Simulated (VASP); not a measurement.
Write the native input for VASP 6.6.1 that does the following.

```
Task                   : single point
Functional             : PBE
Potentials or basis    : VASP PAW PBE potentials, release 64 (H, Mo_sv)
Cutoff                 : 520 eV
k mesh                 : 4 × 4 × 4
Occupations            : gaussian, width 0.2 eV
Spin                   : no spin polarisation
Dipole correction      : no
Further INCAR settings : ALGO = Normal; EDIFF = 1e-07; NBANDS = 53
```

The structure of Mo3H lies in POSCAR:

```
Mo3H
1.0
    4.9711000519      0.0000000028      0.0000000000
   -2.4855500284      4.3050989283      0.0000000000
    0.0000000000      0.0000000000      4.7210494286
H Mo
2 6
Direct
    0.3333333333      0.6666666667      0.2500000000
    0.6666666667      0.3333333333      0.7500000000
    0.6922973927      0.6922973927      0.0000000000
    0.6922973927      0.0000000000      0.5000000000
    0.0000000000      0.6922973927      0.5000000000
    0.3077026073      0.3077026073      0.5000000000
    0.3077026073      0.0000000000      0.0000000000
    0.0000000000      0.3077026073      0.0000000000
```

One way to write it, as run:

INCAR

```
SYSTEM = Mo3H
ALGO = Normal
EDIFF = 1E-7
ENCUT = 520
GGA = PE
ISIF = 2
ISMEAR = 0
LASPH = .TRUE.
LCHARG = .FALSE.
LREAL = .FALSE.
LWAVE = .FALSE.
NBANDS = 53
NELM = 80
PREC = Accurate
SIGMA = 0.2
```

KPOINTS

```
k-points
0
G
  4 4 4
  0 0 0
```

Potentials or basis: VASP PAW PBE potentials, release 64 (H, Mo_sv).

Launch:

```bash
$ cat potpaw_PBE.64/H/POTCAR potpaw_PBE.64/Mo_sv/POTCAR > POTCAR
$ mpirun -np 1 vasp_std > vasp.out
```

Results of the run:

```yaml
Pressure: 0.5 GPa
Largest_force: 0.049 eV/Å
Band_gap_on_the_k_mesh: zero (bands 43 and 44 overlap by 1.44 eV)
```

Caveat: the k points lie up to 0.36 Å⁻¹ apart, too coarse for converged energies and pressures of a metal.

Wall time 36 s on 1 thread of Intel(R) Xeon(R) 6975P-C (Granite Rapids), with other jobs on the host, peak memory 0.24 GiB.
